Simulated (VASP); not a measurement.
## TaS2: electric field gradients with PBE

TaS2:

```xyz
3
Lattice="3.3165 0.0000 0.0000 -1.6583 2.8722 0.0000 0.0000 0.0000 5.8600" Properties=species:S:1:pos:R:3 pbc="T T T"
Ta    0.0000    0.0000    0.0000
S     0.0000    1.9148    1.4650
S     1.6583    0.9574    4.3950
```

This cell differs from its parent crystal: equal xx and yy strain of -1 %.

```yaml
Program: VASP 6.6.1
Task: electric field gradients
Functional: PBE
Potentials_or_basis: VASP PAW PBE potentials, release 64 (Ta_pv, S)
Cutoff: 400 eV
k_mesh: 9 × 9 × 5
Occupations: fermi-dirac, width 0.03 eV
Spin: no spin polarisation
Dipole_correction: no
Further_INCAR_settings: ALGO = Normal; EDIFF = 1e-08; NBANDS = 18
```

```yaml
Pressure: 12.5 GPa
Largest_force: 1.553 eV/Å
```

Forces on the atoms (eV/Å):
```
Ta   0.000  0.000  0.000
S    0.000  0.000  1.553
S    0.000  0.000 -1.553
```

Stress tensor (GPa, compression positive):
```
11.11  0.00  0.00
 0.00 11.11  0.00
 0.00  0.00 15.28
```

Levels at points of the mesh, in eV from the Fermi level:
```tsv
k point	band 7	band 8	band 9	band 10	band 11	band 12	band 13	band 14	band 15	band 16
(0.00, 0.00, 0.00)	-4.27	-4.27	-1.38	-0.73	-0.73	0.05	0.05	0.22	4.19	4.19
```

Electric field gradients, principal values (V/Å²):
```csv
atom,least,middle,greatest (by size)
1 Ta,70.639,70.639,-141.278
2 S,8.093,8.093,-16.186
3 S,8.093,8.093,-16.186
```

It took 89 s on 1 thread of AMD EPYC 7R43 64-Core Processor (Zen 3) (shared host), peak memory 0.14 GiB.

Caveat: the cell differs from its parent crystal (equal xx and yy strain of -1 %); without QUAD_EFG the Cq values of the log hold for a quadrupole moment of 1 mb, not for the nuclei; spin-orbit coupling is left out, which moves the levels of the heavy elements; this functional lacks dispersion, which binds the layers, so the pressure and a relaxed spacing across them are unreliable; forces of over 1 eV/Å act on the atoms, so gaps and moduli don't describe the material at rest.
